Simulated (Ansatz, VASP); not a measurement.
Two plane-wave programs on BiO4

```
Bi O
1.0
    -2.54817    2.54817    2.54817
     2.54817   -2.54817    2.54817
     2.54817    2.54817   -2.54817
Bi O
1 4
Direct
  0.00000 0.00000 0.00000
  0.50000 0.50000 0.50000
  0.50000 0.00000 0.00000
  0.00000 0.00000 0.50000
  0.00000 0.50000 0.00000
```

Change from the starting cell: species swapped into the GeF4 type (I-43m, No. 217).

Alike in both runs: task relaxation of cell and atoms; functional PBE; k mesh 10 × 10 × 10; occupations gaussian, width 0.1 eV; no spin polarisation.

```csv
,VASP,Ansatz
version,VASP 6.6.1,Ansatz 0.2.0
potentials or method,"VASP PAW PBE potentials, release 64 (Bi_d, O), cutoff 600 eV","scalar-relativistic, plane waves, PAW"
valence electrons in the cell,39,39
```

VASP gave:

| Property | Result |
| --- | --- |
| gap on the k mesh at the Fermi level, each at its own relaxed structure (eV) | none |
| relaxed volume (Å³/atom) | 13.29 |
| relaxed cell length with the largest relative difference (Å) | 4.419 |

Task: Which values does Ansatz return?

Result: gap on the k mesh at the Fermi level, each at its own relaxed structure (eV): none; relaxed volume (Å³/atom): 13.26; relaxed cell length with the largest relative difference (Å): 4.416.

A gap of «none» marks a metal or a gap that the smearing closes.

Neither program's run includes spin-orbit coupling.
